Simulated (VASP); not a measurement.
# LiBr (Fm-3m) in VASP: further runs, part 2 of 2

VASP 6.6.1.

## 4. Single point, PBEsol

File INCAR:

```
ALGO = Normal
EDIFF = 1E-6
ENCUT = 750
GGA = PS
GGA_COMPAT = F
ISIF = 2
ISMEAR = 0
LASPH = T
LCHARG = T
LELF = T
LREAL = F
LVHAR = T
LWAVE = F
NBANDS = 12
NELM = 120
PREC = Accurate
SIGMA = 0.1
```

File KPOINTS:

```
k-points
0
Gamma
  6 6 6
```

File POSCAR:

```
LiBr
1.0
    0.0000000000      2.7226905798      2.7226905798
    2.7226905798      0.0000000000      2.7226905798
    2.7226905798      2.7226905798      0.0000000000
Li Br
1 1
Direct
    0.0000000000      0.0000000000      0.0000000000
    0.5000000000      0.5000000000      0.5000000000
```

Potentials or basis: VASP PAW PBE potentials, release 64 (Li_sv, Br).

On the command line:

```bash
$ cat potpaw_PBE.64/Li_sv/POTCAR potpaw_PBE.64/Br/POTCAR > POTCAR
$ mpirun -np 1 vasp_std > vasp.out
```

OUTCAR:

```text
EDIFF = 1E-6
   ENCUT = 750
   GGA = PS
   ISIF = 2
   ISMEAR = 0
   LASPH = T
   LREAL = F
   NELM = 120
   PREC = Accurate

 ion  position               nearest neighbor table
   1  0.000  0.000  0.000-
   2  0.500  0.500  0.500-

  LATTYP: Found a face centered cubic cell.
 ALAT       =     5.4453811596

  Lattice vectors:

 A1 = (   0.0000000000,   2.7226905798,   2.7226905798)
 A2 = (   2.7226905798,   0.0000000000,   2.7226905798)
 A3 = (   2.7226905798,   2.7226905798,   0.0000000000)

Analysis of symmetry for initial positions (statically):
=====================================================================
 Subroutine PRICEL returns:
 Original cell was already a primitive cell.

 Routine SETGRP: Setting up the symmetry group for a
 face centered cubic supercell.

 Subroutine GETGRP returns: Found 48 space group operations
 (whereof 48 operations were pure point group operations)
 out of a pool of 48 trial point group operations.

The static configuration has the point symmetry O_h .

[... 161 lines left out ...]
      1     -43.1763      2.00000
      2     -13.1131      2.00000
      3       0.4521      2.00000
      4       0.4521      2.00000
      5       0.4521      2.00000
      6       5.3522      0.00000
      7      10.8624      0.00000
      8      10.8624      0.00000
      9      10.8624      0.00000
     10      12.7519      0.00000
     11      12.7519      0.00000
     12      12.7520      0.00000
[... 211 lines left out ...]
 k-point    16 :      -0.3333    0.5000    0.1667
  band No.  band energies     occupation
      1     -43.1745      2.00000
      2     -12.3913      2.00000
      3      -2.2577      2.00000
      4      -1.3571      2.00000
      5      -0.7652      2.00000
      6       7.5855      0.00000
      7       8.6292      0.00000
      8      10.2676      0.00000
      9      11.0260      0.00000
     10      13.6633      0.00000
     11      15.8188      0.00000
     12      17.9034      0.00000

------------------------ aborting loop because EDIFF is reached ----------------------------------------

  FORCE on cell =-STRESS in cart. coord.  units (eV):
  Direction    XX          YY          ZZ          XY          YZ          ZX
  --------------------------------------------------------------------------------------
  -------------------------------------------------------------------------------------
  Total       -0.1371526     -0.1371526     -0.1371526      0.0000000      0.0000000     -0.0000000
  in kB       -5.4436462     -5.4436462     -5.4436462      0.0000000      0.0000000     -0.0000000
  external PRESSURE =      -5.4436462 kB  Pullay stress =       0.0000000 kB

 VOLUME and BASIS-vectors are now :
 -----------------------------------------------------------------------------
  energy-cutoff  :      750.00
  volume of cell :       40.37
      direct lattice vectors                 reciprocal lattice vectors
     0.000000000  2.722690580  2.722690580    -0.183641874  0.183641874  0.183641874
     2.722690580  0.000000000  2.722690580     0.183641874 -0.183641874  0.183641874
     2.722690580  2.722690580  0.000000000     0.183641874  0.183641874 -0.183641874

 POSITION                                       TOTAL-FORCE (eV/Angst)
 -----------------------------------------------------------------------------------
      0.00000      0.00000      0.00000        -0.000000      0.000000      0.000000
      2.72269      2.72269      2.72269         0.000000     -0.000000     -0.000000
 -----------------------------------------------------------------------------------
    total drift:                                0.000000      0.000000      0.000000

  FREE ENERGIE OF THE ION-ELECTRON SYSTEM (eV)
  ---------------------------------------------------
  free  energy   TOTEN  =        -6.9336371168 eV

  energy  without entropy=       -6.9336371168  energy(sigma->0) =       -6.93363712
```

OSZICAR:

```text
N       E                     dE             d eps       ncg     rms          rms(c)
DAV:   1     0.525088824059E+02    0.52509E+02   -0.48645E+03   384   0.980E+02
DAV:   2    -0.346480973596E+01   -0.55974E+02   -0.53657E+02   476   0.157E+02
DAV:   3    -0.687105441306E+01   -0.34062E+01   -0.33931E+01   496   0.400E+01
DAV:   4    -0.696569844620E+01   -0.94644E-01   -0.94605E-01   548   0.620E+00
DAV:   5    -0.696632624303E+01   -0.62780E-03   -0.62779E-03   496   0.511E-01    0.202E+00
DAV:   6    -0.693487844077E+01    0.31448E-01   -0.49991E-02   492   0.101E+00    0.121E+00
DAV:   7    -0.693271009924E+01    0.21683E-02   -0.29338E-02   572   0.873E-01    0.387E-01
DAV:   8    -0.693362568575E+01   -0.91559E-03   -0.22612E-03   472   0.311E-01    0.465E-02
DAV:   9    -0.693362505509E+01    0.63066E-06   -0.69655E-05   456   0.611E-02    0.185E-02
DAV:  10    -0.693363665960E+01   -0.11605E-04   -0.17502E-05   484   0.297E-02    0.639E-03
DAV:  11    -0.693363711685E+01   -0.45724E-06   -0.15054E-06   352   0.760E-03
   1 F= -.69336371E+01 E0= -.69336371E+01  d E =-.147641E-14
```

stdout:

```text
POSCAR found type information on POSCAR LiBr
 POSCAR found :  2 types and       2 ions
 scaLAPACK will be used
 -----------------------------------------------------------------------------
|                                                                             |
|                                                                             |
|     You enforced a specific xc type in the INCAR file but a different       |
|     I HOPE YOU KNOW WHAT YOU ARE DOING!                                     |
|                                                                             |
 -----------------------------------------------------------------------------

 LDA part: xc-table for (Slater+PW92), standard interpolation
 POSCAR, INCAR and KPOINTS ok, starting setup
 FFT: planning ... GRIDC
 FFT: planning ... GRID_SOFT
 FFT: planning ... GRID
 WAVECAR not read
 entering main loop
```

Run time: 7.8 s. Hardware: 1 thread of Intel Xeon 6975P-C (Granite Rapids), shared host; peak memory 0.2 GiB.

What came out:

```
Free energy            : -6.9336 eV
Pressure               : -0.5 GPa
Band gap on the k mesh : 4.90 eV, direct
```

Caveat: the PAW data sets were made with another functional, which shifts forces and pressure a little.

## 5. Single point, PBE

File INCAR:

```
ALGO     = Normal         # electronic algorithm
EDIFF    = 1E-6           # SCF threshold, eV
ENCUT    = 750            # plane-wave cutoff, eV
GGA      = PE             # functional
GGA_COMPAT= False        
ISIF     = 2              # what is computed and relaxed
ISMEAR   = 1              # smearing method
LASPH    = True           # aspherical terms in the spheres
LCHARG   = False          # write CHGCAR
LREAL    = False          # projectors in reciprocal space
LWAVE    = False          # write WAVECAR
NBANDS   = 12             # bands
NELM     = 120            # most SCF steps
PREC     = Accurate       # precision mode
SIGMA    = 0.12           # smearing width, eV
```

KPOINTS is that of step 4.

POSCAR is that of step 4.

On the command line:

```bash
$ cat potpaw_PBE.64/Li_sv/POTCAR potpaw_PBE.64/Br/POTCAR > POTCAR
$ mpirun -np 1 vasp_std > vasp.out
```

Run time: 7.2 s. Hardware: 1 thread of Intel Xeon 6975P-C (Granite Rapids), shared host; peak memory 0.2 GiB.

It converged, with:

```yaml
Free_energy: -6.6360 eV
Pressure: 0.9 GPa
Band_gap_on_the_k_mesh: 5.08 eV, direct
```

Levels at points of the mesh, in eV from the valence-band top:
```
           k point  band 3  band 4  band 5  band 6  band 7  band 8
(0.00, 0.00, 0.00)    0.00    0.00    0.00    5.08   10.52   10.52
(0.50, 0.00, 0.00)   -3.01   -0.28   -0.28    5.64    8.11    8.11
(0.50, 0.50, 0.00)   -3.02   -1.20   -1.20    6.29    7.06   11.88
```

## 6. Overview

| level | k mesh | smearing | gap on the mesh (eV) | pressure (GPa) |
| --- | --- | --- | --- | --- |
| PBE | 4 × 4 × 4 | gaussian 0.1 eV | 5.07 | 1.1 |
| PBEsol | 6 × 6 × 6 | gaussian 0.1 eV | 4.90 | -0.5 |
| PBE | 6 × 6 × 6 | methfessel-paxton 0.12 eV | 5.08 | 0.9 |

Alike in all rows: task single point; potentials or basis VASP PAW PBE potentials, release 64 (Li_sv, Br); no spin polarisation; cell as given; cutoff (eV) 750.

Caveats: some runs use coarse meshes; the PAW data sets were made with another functional, which shifts forces and pressure a little (some runs).

Total energies depend on the potentials used, so only differences within one code and one set of settings carry meaning.
